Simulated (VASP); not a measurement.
# Si4Cl (Pm-3m) in VASP: further runs, part 2 of 2

VASP 6.6.1. Earlier steps stand in the parts before.

**5. Single point, PBE**

This run uses another cell than the first one, of 21.23 Å³/atom, 1.167 times its volume.

File INCAR:

```
SYSTEM = Si4Cl
  ALGO = Normal
  EDIFF = 1E-7
  ENCUT = 520
  GGA = PE
  ISIF = 2
  ISMEAR = 0
  LASPH = .TRUE.
  LCHARG = .TRUE.
  LELF = .TRUE.
  LREAL = .FALSE.
  LVHAR = .TRUE.
  LWAVE = .FALSE.
  NBANDS = 20
  NELM = 80
  PREC = Accurate
  SIGMA = 0.1
```

File KPOINTS:

```
k-points
0
G
  8 8 8
  0 0 0
```

File POSCAR:

```
Si4Cl
1.0
    4.7347173912      0.0000000000      0.0000000000
    0.0000000000      4.7347173912      0.0000000000
    0.0000000000      0.0000000000      4.7347173912
Si Cl
4 1
Direct
    0.0000000000      0.0000000000      0.0000000000
    0.5000000000      0.5000000000      0.0000000000
    0.5000000000      0.0000000000      0.5000000000
    0.0000000000      0.5000000000      0.5000000000
    0.5000000000      0.5000000000      0.5000000000
```

Potentials or basis: VASP PAW PBE potentials, release 64 (Si, Cl).

On the command line:

```console
> cat potpaw_PBE.64/Si/POTCAR potpaw_PBE.64/Cl/POTCAR > POTCAR
> mpirun -np 1 vasp_std > vasp.out
```

OUTCAR:

```text
SYSTEM = Si4Cl
   EDIFF = 1E-7
   ENCUT = 520
   GGA = PE
   ISIF = 2
   ISMEAR = 0
   LASPH = .TRUE.
   LREAL = .FALSE.
   NELM = 80
   PREC = Accurate

 ion  position               nearest neighbor table
   1  0.000  0.000  0.000-
   2  0.500  0.500  0.000-   5 2.37   5 2.37
   3  0.500  0.000  0.500-   5 2.37   5 2.37
   4  0.000  0.500  0.500-   5 2.37   5 2.37
   5  0.500  0.500  0.500-   2 2.37   3 2.37   4 2.37   2 2.37   3 2.37   4 2.37

  LATTYP: Found a simple cubic cell.
 ALAT       =     4.7347173912

  Lattice vectors:

 A1 = (   4.7347173912,   0.0000000000,   0.0000000000)
 A2 = (   0.0000000000,   4.7347173912,   0.0000000000)
 A3 = (   0.0000000000,   0.0000000000,   4.7347173912)

Analysis of symmetry for initial positions (statically):
=====================================================================
 Subroutine PRICEL returns:
 Original cell was already a primitive cell.

[... 169 lines left out ...]
  ---------------------------------------------------
  ext. energy  EPLUGINS =         0.00000000
  ---------------------------------------------------
  free energy    TOTEN  =       -16.73234747 eV

  energy without entropy =      -16.71795996  energy(sigma->0) =      -16.72515372

 E-fermi :   6.0184     XC(G=0):  -9.5826

 val. band max:        5.9542182199   @ k =   0.5000   0.3750   0.1250
 cond. band min:       6.0333447139   @ k =   0.3750   0.1250   0.0000
 fundamental gap:      0.0791264941
 Fermi energy:         6.0184261850

 k-point     1 :       0.0000    0.0000    0.0000
  band No.  band energies     occupation
      1     -13.9337      2.00000
      2      -3.1563      2.00000
      3      -3.1563      2.00000
      4      -3.1563      2.00000
      5      -3.0951      2.00000
      6      -0.3166      2.00000
[... 541 lines left out ...]
     19      10.0693      0.00000
     20      10.9638      0.00000

 [... further k-points ...]
[... 5 lines left out ...]
  --------------------------------------------------------------------------------------
  -------------------------------------------------------------------------------------
  Total        0.0848545      0.0848545      0.0848545      0.0000000      0.0000000     -0.0000000
  in kB        1.2808643      1.2808643      1.2808643      0.0000000      0.0000000     -0.0000000
  external PRESSURE =       1.2808643 kB  Pullay stress =       0.0000000 kB

 VOLUME and BASIS-vectors are now :
 -----------------------------------------------------------------------------
  energy-cutoff  :      520.00
  volume of cell :      106.14
      direct lattice vectors                 reciprocal lattice vectors
     4.734717391  0.000000000  0.000000000     0.211205848  0.000000000  0.000000000
     0.000000000  4.734717391  0.000000000     0.000000000  0.211205848  0.000000000
     0.000000000  0.000000000  4.734717391     0.000000000  0.000000000  0.211205848

 POSITION                                       TOTAL-FORCE (eV/Angst)
 -----------------------------------------------------------------------------------
      0.00000      0.00000      0.00000         0.000000      0.000000      0.000000
      2.36736      2.36736      0.00000         0.000000      0.000000      0.000000
      2.36736      0.00000      2.36736         0.000000      0.000000      0.000000
      0.00000      2.36736      2.36736         0.000000      0.000000      0.000000
      2.36736      2.36736      2.36736         0.000000      0.000000      0.000000
 -----------------------------------------------------------------------------------
    total drift:                               -0.000000      0.000000      0.000000

  FREE ENERGIE OF THE ION-ELECTRON SYSTEM (eV)
  ---------------------------------------------------
  free  energy   TOTEN  =       -16.7323474662 eV

  energy  without entropy=      -16.7179599641  energy(sigma->0) =      -16.72515372
```

OSZICAR:

```text
N       E                     dE             d eps       ncg     rms          rms(c)
DAV:   1     0.703946171445E+02    0.70395E+02   -0.87157E+03  1400   0.909E+02
DAV:   2    -0.102990633395E+02   -0.80694E+02   -0.77874E+02  1828   0.148E+02
DAV:   3    -0.167796066816E+02   -0.64805E+01   -0.63973E+01  1772   0.403E+01
DAV:   4    -0.168814777056E+02   -0.10187E+00   -0.10176E+00  1740   0.601E+00
DAV:   5    -0.168829932968E+02   -0.15156E-02   -0.15155E-02  1732   0.750E-01    0.163E+01
DAV:   6    -0.167525711411E+02    0.13042E+00   -0.22609E-01  1732   0.241E+00    0.999E+00
DAV:   7    -0.167352104155E+02    0.17361E-01   -0.18684E-01  1680   0.197E+00    0.168E+00
DAV:   8    -0.167323963276E+02    0.28141E-02   -0.19123E-02  1596   0.817E-01    0.349E-01
DAV:   9    -0.167323602600E+02    0.36068E-04   -0.45402E-03  1600   0.320E-01    0.137E-01
DAV:  10    -0.167323391105E+02    0.21149E-04   -0.10622E-04  1608   0.650E-02    0.648E-02
DAV:  11    -0.167323471374E+02   -0.80269E-05   -0.56056E-05  1632   0.364E-02    0.325E-02
DAV:  12    -0.167323474282E+02   -0.29075E-06   -0.46323E-06  1600   0.125E-02    0.436E-03
DAV:  13    -0.167323474662E+02   -0.38079E-07   -0.94358E-07  1616   0.514E-03
   1 F= -.16732347E+02 E0= -.16725154E+02  d E =-.143875E-01
```

Run time: 27 s. Hardware: 1 thread of AMD EPYC 9R45 (Zen 5), shared host; peak memory 0.19 GiB.

Results:

* Free energy: -16.7323 eV
* Pressure: 0.1 GPa

Levels at points of the mesh, in eV from the Fermi level:
| k point | band 8 | band 9 | band 10 | band 11 | band 12 | band 13 | band 14 | band 15 |
| --- | --- | --- | --- | --- | --- | --- | --- | --- |
| (0.00, 0.00, 0.00) | -4.18 | -1.63 | -1.63 | -1.63 | 1.15 | 1.15 | 1.15 | 2.82 |
| (0.50, 0.00, 0.00) | -2.25 | -2.13 | -2.13 | -0.56 | 0.15 | 0.36 | 0.36 | 1.49 |
| (0.50, 0.50, 0.00) | -3.49 | -1.64 | -1.09 | -1.09 | -0.85 | -0.85 | -0.16 | 0.43 |
| (0.50, 0.50, 0.50) | -4.40 | -2.61 | -2.61 | -2.61 | 0.58 | 0.62 | 0.62 | 3.51 |

Caveat: an odd number of electrons without spin polarisation forces a metal; a magnetic or distorted state may lie lower.

**6. Relaxation of cell and atoms, PBE**

This run uses another cell than the first one, of 20.75 Å³/atom, 1.141 times its volume.

File INCAR:

```
SYSTEM = Si4Cl
PREC = Accurate
ENCUT = 600
EDIFF = 1E-6
ISMEAR = 0
SIGMA = 0.1
LREAL = .False.
LASPH = .True.
NELM = 60
ALGO = Normal
ISIF = 3
LWAVE = .False.
LCHARG = .False.
GGA = PE
IBRION = 2
NSW = 100
EDIFFG = -0.01
```

File KPOINTS:

```
regular mesh
0
Gamma
  8 8 8
  0 0 0
```

POSCAR, as its differences from that of step 5:

```diff
@@ -2,5 +2,5 @@
 1.0
-    4.7347173912      0.0000000000      0.0000000000
-    0.0000000000      4.7347173912      0.0000000000
-    0.0000000000      0.0000000000      4.7347173912
+    4.6985600282      0.0000000000      0.0000000000
+    0.0000000000      4.6985600282      0.0000000000
+    0.0000000000      0.0000000000      4.6985600282
 Si Cl
```

Potentials or basis: VASP PAW PBE potentials, release 64 (Si, Cl).

On the command line:

```console
> cat potpaw_PBE.64/Si/POTCAR potpaw_PBE.64/Cl/POTCAR > POTCAR
> mpirun -np 1 vasp_std > vasp.out
```

OUTCAR:

```text
SYSTEM = Si4Cl
   PREC = Accurate
   ENCUT = 600
   EDIFF = 1E-6
   ISMEAR = 0
   LREAL = .False.
   LASPH = .True.
   NELM = 60
   ISIF = 3
   GGA = PE
   IBRION = 2
   NSW = 100
   EDIFFG = -0.01

 ion  position               nearest neighbor table
   1  0.000  0.000  0.000-
   2  0.500  0.500  0.000-   5 2.35   5 2.35
   3  0.500  0.000  0.500-   5 2.35   5 2.35
   4  0.000  0.500  0.500-   5 2.35   5 2.35
   5  0.500  0.500  0.500-   2 2.35   3 2.35   4 2.35   2 2.35   3 2.35   4 2.35

  LATTYP: Found a simple cubic cell.
 ALAT       =     4.6985600282

  Lattice vectors:

 A1 = (   4.6985600282,   0.0000000000,   0.0000000000)
 A2 = (   0.0000000000,   4.6985600282,   0.0000000000)
 A3 = (   0.0000000000,   0.0000000000,   4.6985600282)

Analysis of symmetry for initial positions (statically):
=====================================================================
 Subroutine PRICEL returns:
 Original cell was already a primitive cell.

 Routine SETGRP: Setting up the symmetry group for a
 simple cubic supercell.

 Subroutine GETGRP returns: Found 48 space group operations
 (whereof 48 operations were pure point group operations)
 out of a pool of 48 trial point group operations.

The static configuration has the point symmetry O_h .

Analysis of symmetry for dynamics (positions and initial velocities):
=====================================================================
 Subroutine PRICEL returns:
 Original cell was already a primitive cell.

 Routine SETGRP: Setting up the symmetry group for a
 simple cubic supercell.

 Subroutine GETGRP returns: Found 48 space group operations
 (whereof 48 operations were pure point group operations)
 out of a pool of 48 trial point group operations.

The dynamic configuration has the point symmetry O_h .

 Subroutine INISYM returns: Found 48 space group operations
[... 135 lines left out ...]
 non-spin polarized calculation
 Gauss-broadening in eV      SIGMA  =   0.10
  energy-cutoff  :      600.00
  volume of cell :      103.73
 maximum number of plane-waves:      3495
 NGX is ok and might be reduce to    40
   NGX = 19   NGY = 19   NGZ = 19

--------------------------------------- Ionic step        1  -------------------------------------------

 number of electron      23.0000003 magnetization

 Free energy of the ion-electron system (eV)
  ---------------------------------------------------
  ext. energy  EPLUGINS =         0.00000000
  ---------------------------------------------------
  free energy    TOTEN  =       -16.72319193 eV

  energy without entropy =      -16.70822815  energy(sigma->0) =      -16.71571004

------------------------ aborting loop because EDIFF is reached ----------------------------------------

  FORCE on cell =-STRESS in cart. coord.  units (eV):
  Direction    XX          YY          ZZ          XY          YZ          ZX
  --------------------------------------------------------------------------------------
  -------------------------------------------------------------------------------------
  Total        0.7188723      0.7188723      0.7188723      0.0000000      0.0000000     -0.0000000
  in kB       11.1037064     11.1037064     11.1037064      0.0000000      0.0000000     -0.0000000
  external PRESSURE =      11.1037064 kB  Pullay stress =       0.0000000 kB
[... 65 lines left out ...]
--------------------------------------- Ionic step        3  -------------------------------------------

 number of electron      23.0000004 magnetization

 Free energy of the ion-electron system (eV)
  ---------------------------------------------------
  ext. energy  EPLUGINS =         0.00000000
  ---------------------------------------------------
  free energy    TOTEN  =       -16.73272944 eV

  energy without entropy =      -16.71845677  energy(sigma->0) =      -16.72559310

 E-fermi :   5.9859     XC(G=0):  -9.5693

 val. band max:        5.9192972597   @ k =   0.5000   0.3750   0.1250
 cond. band min:       5.9964794299   @ k =   0.5000   0.2500   0.0000
 fundamental gap:      0.0771821702
 Fermi energy:         5.9859231130

 k-point     1 :       0.0000    0.0000    0.0000
  band No.  band energies     occupation
      1     -13.9461      2.00000
      2      -3.1687      2.00000
      3      -3.1687      2.00000
      4      -3.1687      2.00000
      5      -3.1163      2.00000
      6      -0.3495      2.00000
      7      -0.3495      2.00000
      8       1.7882      2.00000
      9       4.3570      2.00000
     10       4.3570      2.00000
     11       4.3570      2.00000
     12       7.1268      0.00000
     13       7.1268      0.00000
     14       7.1268      0.00000
[... 401 lines left out ...]
      2      -4.6776      2.00000
      3      -4.4824      2.00000
      4      -3.3544      2.00000
      5      -1.1922      2.00000
      6      -0.0612      2.00000
      7       2.1107      2.00000
      8       2.4439      2.00000
      9       3.5136      2.00000
     10       3.8242      2.00000
     11       4.3879      2.00000
     12       5.9193      1.65393
     13       6.1199      0.05822
     14       6.4481      0.00000
     15       7.1400      0.00000

 [... further k-points ...]
[... 5 lines left out ...]
  --------------------------------------------------------------------------------------
  -------------------------------------------------------------------------------------
  Total        0.0032731      0.0032731      0.0032731      0.0000000      0.0000000     -0.0000000
  in kB        0.0492409      0.0492409      0.0492409      0.0000000      0.0000000     -0.0000000
  external PRESSURE =       0.0492409 kB  Pullay stress =       0.0000000 kB
[... 20 lines left out ...]
  FREE ENERGIE OF THE ION-ELECTRON SYSTEM (eV)
  ---------------------------------------------------
  free  energy   TOTEN  =       -16.7327294370 eV

  energy  without entropy=      -16.7184567683  energy(sigma->0) =      -16.72559310

 reached required accuracy - stopping structural energy minimisation
```

OSZICAR:

```text
N       E                     dE             d eps       ncg     rms          rms(c)
DAV:   1     0.888306381027E+02    0.88831E+02   -0.97665E+03  1050   0.137E+03
DAV:   2    -0.820483982279E+01   -0.97035E+02   -0.95534E+02  1375   0.197E+02
DAV:   3    -0.167017938697E+02   -0.84970E+01   -0.84054E+01  1428   0.576E+01
[... 25 lines left out ...]
DAV:   3    -0.167327802861E+02    0.16607E-03   -0.18694E-03  1162   0.264E-01    0.158E-01
DAV:   4    -0.167327655509E+02    0.14735E-04   -0.37555E-05  1260   0.463E-02    0.153E-01
DAV:   5    -0.167327306598E+02    0.34891E-04   -0.14396E-04  1253   0.710E-02    0.261E-02
DAV:   6    -0.167327304187E+02    0.24111E-06   -0.21306E-05  1155   0.304E-02    0.184E-02
DAV:   7    -0.167327294370E+02    0.98165E-06   -0.29174E-06   962   0.108E-02
   3 F= -.16732729E+02 E0= -.16725593E+02  d E =-.953751E-02
```

CONTCAR:

```text
Si4Cl
   1.00000000000000
     4.7400315847361760    0.0000000000000000   -0.0000000000000000
     0.0000000000000000    4.7400315847361760   -0.0000000000000000
    -0.0000000000000000    0.0000000000000000    4.7400315847361760
  Si              Cl
     4     1
Direct
     0.0000000000000000    0.0000000000000000    0.0000000000000000
     0.5000000000000000    0.5000000000000000    0.0000000000000000
     0.5000000000000000    0.0000000000000000    0.5000000000000000
     0.0000000000000000    0.5000000000000000    0.5000000000000000
     0.5000000000000000    0.5000000000000000    0.5000000000000000

  0.00000000E+00  0.00000000E+00  0.00000000E+00
  0.00000000E+00  0.00000000E+00  0.00000000E+00
  0.00000000E+00  0.00000000E+00  0.00000000E+00
  0.00000000E+00  0.00000000E+00  0.00000000E+00
  0.00000000E+00  0.00000000E+00  0.00000000E+00
```

Wall time 60 s (1 thread of AMD EPYC 9R45 (Zen 5), shared host); peak memory 0.23 GiB.

Results:

* Free energy: -16.7327 eV
* Relaxed volume: 21.30 Å³/atom
* Relaxed cell: a = 4.740 Å, b = 4.740 Å, c = 4.740 Å, α = 90.00°, β = 90.00°, γ = 90.00°
* Space group after relaxing (to 0.05 Å): Pm-3m (No. 221)
* Energy gained by relaxing: 1.9 meV/atom
* Ionic steps: 3
* Pressure after relaxing: 0.0 GPa

The path:
```tsv
step	energy change (eV)	largest force (eV/Å)	pressure (GPa)	volume (Å³)
1	0.0000	0.0000	1.11	103.73
2	-0.0091	0.0000	0.23	105.90
3	-0.0095	0.0000	0.00	106.50
```

Final structure:
```yaml
crystal:
  lattice:
    - [4.74003, 0.00000, 0.00000]
    - [0.00000, 4.74003, 0.00000]
    - [0.00000, 0.00000, 4.74003]
  atoms:
    - { symbol: Si, position: [0.00000, 0.00000, 0.00000] }
    - { symbol: Si, position: [0.50000, 0.50000, 0.00000] }
    - { symbol: Si, position: [0.50000, 0.00000, 0.50000] }
    - { symbol: Si, position: [0.00000, 0.50000, 0.50000] }
    - { symbol: Cl, position: [0.50000, 0.50000, 0.50000] }
```

Levels at points of the mesh, in eV from the Fermi level:
| k point | band 9 | band 10 | band 11 | band 12 | band 13 | band 14 |
| --- | --- | --- | --- | --- | --- | --- |
| (0.00, 0.00, 0.00) | -1.63 | -1.63 | -1.63 | 1.14 | 1.14 | 1.14 |
| (0.50, 0.00, 0.00) | -2.12 | -2.12 | -0.56 | 0.15 | 0.36 | 0.36 |
| (0.50, 0.50, 0.00) | -1.64 | -1.08 | -1.08 | -0.86 | -0.86 | -0.15 |
| (0.50, 0.50, 0.50) | -2.62 | -2.62 | -2.62 | 0.57 | 0.62 | 0.62 |

Caveat: an odd number of electrons without spin polarisation forces a metal; a magnetic or distorted state may lie lower.

**7. Summary**

| task | cell | k mesh | cutoff (eV) | gap on the mesh (eV) | pressure (GPa) | relaxed volume (Å³/atom) |
| --- | --- | --- | --- | --- | --- | --- |
| single point | a = 4.497 Å, 5 atoms | 4 × 4 × 4 | 520 | none | 7.7 | - |
| single point | a = 4.699 Å, 5 atoms | 4 × 4 × 4 | 520 | none | 0.2 | - |
| relaxation of cell and atoms | relaxed from a = 4.497 Å, 5 atoms | 4 × 4 × 4 | 600 | none | 0.0 | 20.82 |
| single point | a = 4.735 Å, 5 atoms | 8 × 8 × 8 | 520 | none | 0.1 | - |
| relaxation of cell and atoms | relaxed from a = 4.699 Å, 5 atoms | 8 × 8 × 8 | 600 | none | 0.0 | 21.30 |

Alike in all rows: level PBE; potentials or basis VASP PAW PBE potentials, release 64 (Si, Cl); no spin polarisation; smearing gaussian 0.1 eV.

Caveats: an odd number of electrons without spin polarisation forces a metal; a magnetic or distorted state may lie lower.

Absolute energies hang on the potentials; compare differences alone.
